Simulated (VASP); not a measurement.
# AgOsSe2 (R-3m) in VASP: single point with PBE+U

Aim: the single point of AgOsSe2 with PBE+U.

Everything below comes from runs of VASP 6.6.1. Logs are shortened: lines on timing, memory, paths and dates and some standing lists are left out, and cuts for length are marked.

## (1) The cell of the first run

The structure is trigonal, space group R-3m (No. 166). Conventional cell: a = 3.882 Å, b = 3.882 Å, c = 21.140 Å, α = 90.00°, β = 90.00°, γ = 120.00°. Ag (site symmetry -3m) has 6 Se at 3.08 Å and 6 Ag at 3.88 Å within 4.1 Å. Within 3.5 Å of Os (site symmetry -3m) lie 6 Se at 2.65 Å. Within 3.5 Å of Se (site symmetry 3m) lie 3 Os at 2.65 Å and 3 Ag at 3.08 Å.

## (2) Single point, PBE+U, collinear spin, ferromagnetic start

File INCAR:

```
PREC = Accurate
ENCUT = 520
EDIFF = 1E-7
ISMEAR = 0
SIGMA = 0.05
LREAL = F
LASPH = T
NELM = 150
ALGO = Normal
ISIF = 2
LWAVE = F
LCHARG = T
ISPIN = 2
MAGMOM = 0 5 0 0
LORBIT = 11
LMAXMIX = 4
LDAU = T
LDAUTYPE = 2
LDAUL = -1 2 -1
LDAUU = 0 1 0
LDAUJ = 0 0 0
LDAUPRINT = 1
GGA = PE
LELF = T
LVHAR = T
NBANDS = 28
```

File KPOINTS:

```
Automatic mesh
0
Gamma
  6 6 6
```

File POSCAR:

```
AgOsSe2
1.0
    1.9409811400      1.1206259800      7.0465022100
   -1.9409811400      1.1206259800      7.0465022100
    0.0000000000     -2.2412519700      7.0465022100
Ag Os Se
1 1 2
Direct
    0.5000000000      0.5000000000      0.5000000000
    0.0000000000      0.0000000000      0.0000000000
    0.2667000000      0.2667000000      0.2667000000
    0.7333000000      0.7333000000      0.7333000000
```

Potentials or basis: VASP PAW PBE potentials, release 64 (Ag, Os, Se).

Launch:

```sh
$ cat potpaw_PBE.64/Ag/POTCAR potpaw_PBE.64/Os/POTCAR potpaw_PBE.64/Se/POTCAR > POTCAR
$ mpirun -np 1 vasp_std > vasp.out
```

OUTCAR:

```text
PREC = Accurate
   ENCUT = 520
   EDIFF = 1E-7
   ISMEAR = 0
   LREAL = F
   LASPH = T
   NELM = 150
   ISIF = 2
   ISPIN = 2
   LORBIT = 11
   GGA = PE

 ion  position               nearest neighbor table
   1  0.500  0.500  0.500-   3 3.08   3 3.08   4 3.08   4 3.08   3 3.08   4 3.08
   2  0.000  0.000  0.000-   4 2.65   4 2.65   3 2.65   3 2.65   4 2.65   3 2.65
   3  0.267  0.267  0.267-   2 2.65   2 2.65   2 2.65   1 3.08   1 3.08   1 3.08
   4  0.733  0.733  0.733-   2 2.65   2 2.65   2 2.65   1 3.08   1 3.08   1 3.08

  LATTYP: Found a trigonal (rhomboedric) cell.
 ALAT       =     7.3943494486
 COS(alpha) =     0.8621925539

  Lattice vectors:

 A1 = (   1.9409811400,   1.1206259800,   7.0465022100)
 A2 = (  -1.9409811400,   1.1206259800,   7.0465022100)
 A3 = (   0.0000000000,  -2.2412519700,   7.0465022100)

Analysis of symmetry for initial positions (statically):
=====================================================================
 Subroutine PRICEL returns:
 Original cell was already a primitive cell.

 Routine SETGRP: Setting up the symmetry group for a
 trigonal (rhombohedral) supercell.

 Subroutine GETGRP returns: Found 12 space group operations
 (whereof 12 operations were pure point group operations)
 out of a pool of 12 trial point group operations.

The static configuration has the point symmetry D_3d.

Analysis of symmetry for dynamics (positions and initial velocities):
=====================================================================
 Subroutine PRICEL returns:
 Original cell was already a primitive cell.

 Routine SETGRP: Setting up the symmetry group for a
 trigonal (rhombohedral) supercell.

 Subroutine GETGRP returns: Found 12 space group operations
 (whereof 12 operations were pure point group operations)
 out of a pool of 12 trial point group operations.

The dynamic configuration has the point symmetry D_3d.

Analysis of structural, dynamic, and magnetic symmetry:
[... 182 lines left out ...]
  o =  0.4401  v = -0.0000  0.8312  0.0000 -0.0000  0.5560  0.0000  0.0000  0.0000  0.0000  0.0000      0.0000  0.0000  0.0000  0.0000  0.0000  0.0000  0.0000  0.0000  0.0000  0.0000
  o =  0.5583  v =  0.0000  0.0000  0.0000  0.0000  0.0000  0.0000 -0.5179  0.0000 -0.0000  0.8555      0.0000  0.0000  0.0000  0.0000  0.0000  0.0000  0.0000  0.0000  0.0000  0.0000
  o =  0.5583  v =  0.0000  0.0000  0.0000  0.0000  0.0000 -0.8555  0.0000 -0.0000  0.5179  0.0000      0.0000  0.0000  0.0000  0.0000  0.0000  0.0000  0.0000  0.0000  0.0000  0.0000
  o =  0.6409  v =  0.0000  0.0000  0.0000  0.0000  0.0000  0.0000 -0.0000  1.0000  0.0000 -0.0000      0.0000  0.0000  0.0000  0.0000  0.0000  0.0000  0.0000  0.0000  0.0000  0.0000
  o =  0.8565  v =  0.0000 -0.0000  1.0000 -0.0000  0.0000  0.0000  0.0000  0.0000  0.0000  0.0000      0.0000  0.0000  0.0000  0.0000  0.0000  0.0000  0.0000  0.0000  0.0000  0.0000
  o =  0.8570  v = -0.0000  0.5560  0.0000  0.0000 -0.8312  0.0000  0.0000  0.0000  0.0000  0.0000      0.0000  0.0000  0.0000  0.0000  0.0000  0.0000  0.0000  0.0000  0.0000  0.0000
  o =  0.8570  v =  0.8312  0.0000 -0.0000 -0.5560 -0.0000  0.0000  0.0000  0.0000  0.0000  0.0000      0.0000  0.0000  0.0000  0.0000  0.0000  0.0000  0.0000  0.0000  0.0000  0.0000

 number of electron      30.9999999 magnetization       1.0000950

 Free energy of the ion-electron system (eV)
  ---------------------------------------------------
  ext. energy  EPLUGINS =         0.00000000
  ---------------------------------------------------
  free energy    TOTEN  =       -18.54110047 eV

  energy without entropy =      -18.53706844  energy(sigma->0) =      -18.53908446

 E-fermi :   4.2653     XC(G=0): -10.1929

 val. band max:        4.2606383978   @ k =   0.5000   0.3333   0.3333
 cond. band min:       4.2661888553   @ k =   0.5000   0.5000   0.1667
 fundamental gap:      0.0055504575
 Fermi energy:         4.2652501168

 spin component 1

 k-point     1 :       0.0000    0.0000    0.0000
  band No.  band energies     occupation
      1      -9.7909      1.00000
      2      -8.6002      1.00000
      3      -1.6746      1.00000
      4      -0.0851      1.00000
      5      -0.0851      1.00000
      6       0.5156      1.00000
[... 1433 lines left out ...]
     26      13.7871      0.00000
     27      15.5677      0.00000

 [... further k-points ...]

 [bands above 27 left out]

------------------------ aborting loop because EDIFF is reached ----------------------------------------

  FORCE on cell =-STRESS in cart. coord.  units (eV):
  Direction    XX          YY          ZZ          XY          YZ          ZX
  --------------------------------------------------------------------------------------
  -------------------------------------------------------------------------------------
  Total       -6.1184107     -6.1184107     -4.8023221      0.0000000      0.0000000      0.0000000
  in kB     -106.5963568   -106.5963567    -83.6671588      0.0000000      0.0000000      0.0000000
  external PRESSURE =     -98.9532908 kB  Pullay stress =       0.0000000 kB

 VOLUME and BASIS-vectors are now :
 -----------------------------------------------------------------------------
  energy-cutoff  :      520.00
  volume of cell :       91.96
      direct lattice vectors                 reciprocal lattice vectors
     1.940981140  1.120625980  7.046502210     0.257601679  0.148726399  0.047304794
    -1.940981140  1.120625980  7.046502210    -0.257601679  0.148726399  0.047304794
     0.000000000 -2.241251970  7.046502210     0.000000000 -0.297452797  0.047304794

 POSITION                                       TOTAL-FORCE (eV/Angst)
 -----------------------------------------------------------------------------------
      0.00000     -0.00000     10.56975        -0.000000     -0.000000      0.000000
      0.00000      0.00000      0.00000         0.000000     -0.000000      0.000000
      0.00000     -0.00000      5.63791        -0.000000     -0.000000      0.975720
      0.00000     -0.00000     15.50160        -0.000000      0.000000     -0.975720
 -----------------------------------------------------------------------------------
    total drift:                               -0.000000     -0.000000      0.000000

  FREE ENERGIE OF THE ION-ELECTRON SYSTEM (eV)
  ---------------------------------------------------
  free  energy   TOTEN  =       -18.5411004740 eV

  energy  without entropy=      -18.5370684421  energy(sigma->0) =      -18.53908446

 total charge

# of ion       s       p       d       tot
------------------------------------------
    1        0.253   0.098   9.310   9.662
    2        0.508   0.393   5.984   6.885
    3        1.458   2.239   0.050   3.748
    4        1.458   2.239   0.050   3.748
--------------------------------------------------
tot          3.677   4.970  15.395  24.042

 magnetization (x)

# of ion       s       p       d       tot
------------------------------------------
    1       -0.005   0.002   0.004   0.000
    2        0.011   0.021   0.855   0.887
    3        0.001   0.048  -0.000   0.049
    4        0.001   0.048  -0.000   0.049
--------------------------------------------------
tot          0.007   0.119   0.859   0.985
```

stdout:

```text
POSCAR found type information on POSCAR AgOsSe
 POSCAR found :  3 types and       4 ions
 scaLAPACK will be used
 LDA part: xc-table for (Slater+PW92), standard interpolation
 POSCAR, INCAR and KPOINTS ok, starting setup
 FFT: planning ... GRIDC
 FFT: planning ... GRID_SOFT
 FFT: planning ... GRID
 WAVECAR not read
 entering main loop
```

It took 11 min on 1 thread of AMD EPYC 7R43 (Zen 3), shared host; peak memory 0.6 GiB.

Results:

| Quantity | Value |
| --- | --- |
| Free energy | -18.5411 eV |
| Pressure | -9.9 GPa |
| Largest force | 0.976 eV/Å |
| Band gap on the k mesh | zero (filled and empty bands overlap) |
| Net moment | 1.00 μB per cell |
| Site moments | Ag +0.00; Os +0.89; Se +0.05 μB |
| Valence electrons inside the program's atomic spheres | Ag 9.66; Os 6.88; Se 3.75 |

Forces on the atoms (eV/Å):
```
Ag   0.000  0.000  0.000
Os   0.000  0.000  0.000
Se   0.000  0.000  0.976
Se   0.000  0.000 -0.976
```

Eigenvalues of the final occupation matrices:
```tsv
site	spin	trace	eigenvalues
site 2 d	1	3.45	0.44 0.44 0.86 0.86 0.86
site 2 d	2	2.59	0.42 0.42 0.56 0.56 0.64
```

Caveat: spin-orbit coupling is left out, which moves the levels of the heavy elements; the moment fell far below its start of 5 μB, so a state of higher moment may lie lower in energy. The state reached can hang on the start; a lower one may exist.
